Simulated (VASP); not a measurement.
# MgO (P-3m1) in VASP: notebook

MgO is run at these levels: PBE; tasks: single point, relaxation of cell and atoms.

All numbers are computed with VASP 6.6.1; they aren't measurements. Logs are shortened: lines on timing, memory, paths and dates and some standing lists are left out, and cuts for length are marked.

### 1 The cell of the first run

The structure is trigonal, space group P-3m1 (No. 164). The conventional cell has a = 2.989 Å, b = 2.989 Å, c = 12.610 Å, α = 90.00°, β = 90.00°, γ = 120.00°. Within 2.8 Å of Mg (site symmetry -3m) lie 6 O at 2.12 Å. Within 2.8 Å of Mg (site symmetry 3m) lie 6 O at 2.12 Å. Within 3.2 Å of Mg (site symmetry 3m) lie 6 O at 2.16 to 2.17 Å and 12 Mg at 2.99 to 3.13 Å. Within 2.8 Å of O (site symmetry 3m) lie 6 Mg at 2.12 Å. O (site symmetry 3m) has 6 Mg at 2.12 to 2.17 Å and 1 O at 2.62 Å within 2.8 Å. O (site symmetry -3m) has 6 Mg at 2.16 Å and 8 O at 2.62 to 2.99 Å within 3.0 Å.

### 2 Single point, PBE

INCAR

```
PREC = Accurate
ENCUT = 520
EDIFF = 1E-6
ISMEAR = 0
SIGMA = 0.02
LREAL = F
LASPH = T
NELM = 100
ALGO = Normal
ISIF = 2
LWAVE = F
LCHARG = T
GGA = PE
LELF = T
LVHAR = T
NBANDS = 31
```

KPOINTS

```
regular mesh
0
Gamma
  9 9 3
```

POSCAR

```
MgO
1.0
    2.9886697703      0.0000000000      0.0000000000
   -1.4943348852      2.5882639446      0.0000000000
    0.0000000000      0.0000000000     12.6096797206
Mg O
5 5
Direct
    0.0000000000      0.0000000000      0.0000000000
    0.3333333333      0.6666666667      0.1951576130
    0.6666666667      0.3333333333      0.3963748332
    0.3333333333      0.6666666667      0.6036251668
    0.6666666667      0.3333333333      0.8048423870
    0.6666666667      0.3333333333      0.0975727755
    0.0000000000      0.0000000000      0.2924358423
    0.0000000000      0.0000000000      0.5000000000
    0.0000000000      0.0000000000      0.7075641577
    0.3333333333      0.6666666667      0.9024272245
```

Potentials or basis: VASP PAW PBE potentials, release 64 (Mg, O).

Launch:

```console
> cat potpaw_PBE.64/Mg/POTCAR potpaw_PBE.64/O/POTCAR > POTCAR
> mpirun -np 1 vasp_std > vasp.out
```

OUTCAR:

```text
PREC = Accurate
   ENCUT = 520
   EDIFF = 1E-6
   ISMEAR = 0
   LREAL = F
   LASPH = T
   NELM = 100
   ISIF = 2
   GGA = PE

 ion  position               nearest neighbor table
   1  0.000  0.000  0.000-   6 2.12  10 2.12   6 2.12  10 2.12   6 2.12  10 2.12   2 3.01   5 3.01
                             2 3.01   5 3.01   5 3.01   2 3.01
   2  0.333  0.667  0.195-   7 2.12   7 2.12   7 2.12   6 2.12   6 2.12   6 2.12   1 3.01   1 3.01
                             1 3.01   3 3.07   3 3.07   3 3.07
   3  0.667  0.333  0.396-   8 2.16   8 2.16   8 2.16   7 2.17   7 2.17   7 2.17   2 3.07   2 3.07
                             2 3.07   4 3.13   4 3.13   4 3.13
   4  0.333  0.667  0.604-   8 2.16   8 2.16   8 2.16   9 2.17   9 2.17   9 2.17   5 3.07   5 3.07
                             5 3.07   3 3.13   3 3.13   3 3.13
   5  0.667  0.333  0.805-   9 2.12   9 2.12   9 2.12  10 2.12  10 2.12  10 2.12   1 3.01   1 3.01
                             1 3.01   4 3.07   4 3.07   4 3.07
   6  0.667  0.333  0.098-   1 2.12   1 2.12   1 2.12   2 2.12   2 2.12   2 2.12
   7  0.000  0.000  0.292-   2 2.12   2 2.12   2 2.12   3 2.17   3 2.17   3 2.17
   8  0.000  0.000  0.500-   3 2.16   4 2.16   3 2.16   4 2.16   3 2.16   4 2.16
   9  0.000  0.000  0.708-   5 2.12   5 2.12   5 2.12   4 2.17   4 2.17   4 2.17
  10  0.333  0.667  0.902-   1 2.12   1 2.12   1 2.12   5 2.12   5 2.12   5 2.12

  LATTYP: Found a hexagonal cell.
 ALAT       =     2.9886697703
 C/A-ratio  =     4.2191612623

  Lattice vectors:

 A1 = (   2.9886697703,   0.0000000000,   0.0000000000)
 A2 = (  -1.4943348852,   2.5882639446,   0.0000000000)
 A3 = (   0.0000000000,   0.0000000000,  12.6096797206)

Analysis of symmetry for initial positions (statically):
=====================================================================
 Subroutine PRICEL returns:
 Original cell was already a primitive cell.

 Routine SETGRP: Setting up the symmetry group for a
 hexagonal supercell.

 Subroutine GETGRP returns: Found 12 space group operations
 (whereof 12 operations were pure point group operations)
 out of a pool of 24 trial point group operations.

The static configuration has the point symmetry D_3d.

Analysis of symmetry for dynamics (positions and initial velocities):
=====================================================================
 Subroutine PRICEL returns:
 Original cell was already a primitive cell.

 Routine SETGRP: Setting up the symmetry group for a
 hexagonal supercell.

 Subroutine GETGRP returns: Found 12 space group operations
 (whereof 12 operations were pure point group operations)
 out of a pool of 24 trial point group operations.

[... 129 lines left out ...]
   EMIN   =  10.00;   EMAX   =-10.00  energy-range for DOS
   EFERMI =   0.00;   METHOD = LEGACY
   ISMEAR =     0;   SIGMA  =   0.02  broadening in eV -4-tet -1-fermi 0-gaus
   EFERMI_NEDOS =   21; number of points for ismear=-14 and -15
   IALGO  =     38    algorithm
   IMIX   =      4    mixing-type and parameters
     AMIX     =   0.40;   BMIX     =  1.00
     AMIX_MAG =   1.60;   BMIX_MAG =  1.00
  volume/ion in A,a.u.               =       9.75        65.82
  Fermi-wavevector in a.u.,A,eV,Ry     =   1.216274  2.298424 20.127393  1.479322
  Thomas-Fermi vector in A             =   2.351633
   LORBIT       =      0    0 simple, 1 ext, 2 COOP (PROOUT), +10 PAW based schemes
   GGA     = PE    functional components
   LHFCALC =     F    Hartree Fock is set to
   AEXX    =    0.0000 exact exchange contribution
   IVDW    =     0    specifies the selected vdW correction
   LEPSILON=     F    determine dielectric tensor
   LRPA    =     F    only Hartree local field effects (RPA)
 non-spin polarized calculation
 Gauss-broadening in eV      SIGMA  =   0.02
  energy-cutoff  :      520.00
  volume of cell :       97.54
 maximum number of plane-waves:      2664
 NGX is ok and might be reduce to    24
   NGX = 11   NGY = 11   NGZ = 47

 number of electron      40.0000016 magnetization

 Free energy of the ion-electron system (eV)
  ---------------------------------------------------
  ext. energy  EPLUGINS =         0.00000000
  ---------------------------------------------------
  free energy    TOTEN  =       -58.58803370 eV

  energy without entropy =      -58.58803370  energy(sigma->0) =      -58.58803370

 E-fermi :   3.1759     XC(G=0): -10.8706

 val. band max:        3.0795770890   @ k =   0.0000   0.0000   0.0000
 cond. band min:       6.7262737393   @ k =   0.0000   0.0000   0.0000
 fundamental gap:      3.6466966503
 Fermi energy:         3.1759475079

 k-point     1 :       0.0000    0.0000    0.0000
  band No.  band energies     occupation
      1     -14.1448      2.00000
      2     -13.7733      2.00000
      3     -13.7708      2.00000
      4     -13.1052      2.00000
      5     -13.0437      2.00000
      6      -1.4896      2.00000
[... 805 lines left out ...]
     30      15.3155      0.00000
     31      15.8537      0.00000

 [... further k-points ...]

------------------------ aborting loop because EDIFF is reached ----------------------------------------

  FORCE on cell =-STRESS in cart. coord.  units (eV):
  Direction    XX          YY          ZZ          XY          YZ          ZX
  --------------------------------------------------------------------------------------
  -------------------------------------------------------------------------------------
  Total       -0.4200537     -0.4200537     -0.4534196      0.0000000      0.0000000      0.0000000
  in kB       -6.8996154     -6.8996154     -7.4476683      0.0000000      0.0000000      0.0000000
  external PRESSURE =      -7.0822997 kB  Pullay stress =       0.0000000 kB

 VOLUME and BASIS-vectors are now :
 -----------------------------------------------------------------------------
  energy-cutoff  :      520.00
  volume of cell :       97.54
      direct lattice vectors                 reciprocal lattice vectors
     2.988669770  0.000000000  0.000000000     0.334597020  0.193179680  0.000000000
    -1.494334885  2.588263945  0.000000000     0.000000000  0.386359360  0.000000000
     0.000000000  0.000000000 12.609679721     0.000000000  0.000000000  0.079304155

 POSITION                                       TOTAL-FORCE (eV/Angst)
 -----------------------------------------------------------------------------------
      0.00000      0.00000      0.00000         0.000000      0.000000      0.000000
     -0.00000      1.72551      2.46087         0.000000      0.000000     -0.000853
      1.49433      0.86275      4.99816        -0.000000      0.000000     -0.000461
     -0.00000      1.72551      7.61152         0.000000     -0.000000      0.000461
      1.49433      0.86275     10.14880        -0.000000      0.000000      0.000853
      1.49433      0.86275      1.23036        -0.000000      0.000000      0.000569
      0.00000      0.00000      3.68752        -0.000000      0.000000      0.000044
      0.00000      0.00000      6.30484         0.000000      0.000000      0.000000
      0.00000      0.00000      8.92216         0.000000     -0.000000     -0.000044
     -0.00000      1.72551     11.37932         0.000000     -0.000000     -0.000569
 -----------------------------------------------------------------------------------
    total drift:                               -0.000000      0.000000      0.000000

  FREE ENERGIE OF THE ION-ELECTRON SYSTEM (eV)
  ---------------------------------------------------
  free  energy   TOTEN  =       -58.5880336972 eV

  energy  without entropy=      -58.5880336972  energy(sigma->0) =      -58.58803370
```

It took 43 s on 1 thread of Intel Xeon 6975P-C (Granite Rapids), shared host; peak memory 0.25 GiB.

What came out:

* Free energy: -58.5880 eV
* Pressure: -0.7 GPa
* Band gap on the k mesh: 3.65 eV

### 3 Relaxation of cell and atoms, PBE

This run uses another cell than the first one, of 9.62 Å³/atom.

INCAR

```
PREC = Accurate
ENCUT = 600
EDIFF = 1E-6
ISMEAR = 0
SIGMA = 0.02
LREAL = F
LASPH = T
NELM = 100
ALGO = Normal
ISIF = 3
LWAVE = F
LCHARG = F
GGA = PE
IBRION = 2
NSW = 65
EDIFFG = -0.01
```

KPOINTS

```
Automatic mesh
0
Gamma
  9 9 3
```

POSCAR

```
MgO
1.0
    3.0078485001      0.0000000000      0.0000000000
   -1.5039242501      2.6048732118      0.0000000000
    0.0000000000      0.0000000000     12.2792552530
Mg O
5 5
Direct
    0.0000000000      0.0000000000      0.0000000000
    0.3333333333      0.6666666667      0.2000000000
    0.6666666667      0.3333333333      0.4000000000
    0.3333333333      0.6666666667      0.6000000000
    0.6666666667      0.3333333333      0.8000000000
    0.6666666667      0.3333333333      0.1000000000
    0.0000000000      0.0000000000      0.3000000000
    0.0000000000      0.0000000000      0.5000000000
    0.0000000000      0.0000000000      0.7000000000
    0.3333333333      0.6666666667      0.9000000000
```

Potentials or basis: VASP PAW PBE potentials, release 64 (Mg, O).

Launch:

```console
> cat potpaw_PBE.64/Mg/POTCAR potpaw_PBE.64/O/POTCAR > POTCAR
> mpirun -np 1 vasp_std > vasp.out
```

Wall time 4 min (1 thread of Intel Xeon 6975P-C (Granite Rapids), shared host); peak memory 0.28 GiB.

It converged, with:

```
Free energy                           : -58.6022 eV
Relaxed volume                        : 9.69 Å³/atom
Relaxed cell                          : a = 2.982 Å, b = 2.982 Å, c = 12.584 Å, α = 90.00°, β = 90.00°, γ = 120.00°
Space group after relaxing (to 0.1 Å) : P-3m1 (No. 164)
Energy gained by relaxing             : 22.0 meV/atom
Ionic steps                           : 11
Pressure after relaxing               : 0.0 GPa
Band gap on the k mesh                : 3.70 eV
```

Forces in eV/Å, atoms in the order of the input:
```
Mg   0.000  0.000  0.000
Mg   0.000  0.000 -0.003
Mg   0.000  0.000  0.001
Mg   0.000  0.000 -0.001
Mg   0.000  0.000  0.003
O    0.000  0.000 -0.002
O    0.000  0.000 -0.001
O    0.000  0.000  0.000
O    0.000  0.000  0.001
O    0.000  0.000  0.002
```

Step by step:
```tsv
step	energy change (eV)	largest force (eV/Å)	pressure (GPa)	volume (Å³)
1	0.0000	1.1270	1.76	96.21
2	-0.1762	0.4209	-1.05	97.64
3	-0.1774	0.4035	-0.85	97.52
4	-0.2005	0.2176	-0.04	96.94
5	-0.2033	0.2961	0.39	96.65
6	-0.2176	0.0977	0.41	96.65
7	-0.2196	0.0801	0.44	96.65
8	-0.2202	0.0282	-0.24	97.09
9	-0.2204	0.0118	-0.03	96.95
10	-0.2204	0.0113	-0.01	96.94
11	-0.2204	0.0026	0.00	96.93
```

Final structure:
```
Mg O
1.0
     2.98221    0.00000    0.00000
    -1.49111    2.58267    0.00000
     0.00000    0.00000   12.58443
Mg O
5 5
Cartesian
  0.0000 0.0000 12.5844
  0.0000 1.7218 2.4563
  1.4911 0.8609 4.9883
  0.0000 1.7218 7.5962
  1.4911 0.8609 10.1281
  1.4911 0.8609 1.2282
  0.0000 0.0000 3.6805
  0.0000 0.0000 6.2922
  0.0000 0.0000 8.9040
  0.0000 1.7218 11.3562
```

Levels at points of the mesh, in eV from the valence-band top:
```csv
k point,band 17,band 18,band 19,band 20,band 21,band 22,band 23,band 24
"(0.00, 0.00, 0.00)",-0.25,-0.02,-0.02,0.00,3.70,5.63,5.79,7.58
```

A k mesh can miss the band edges.
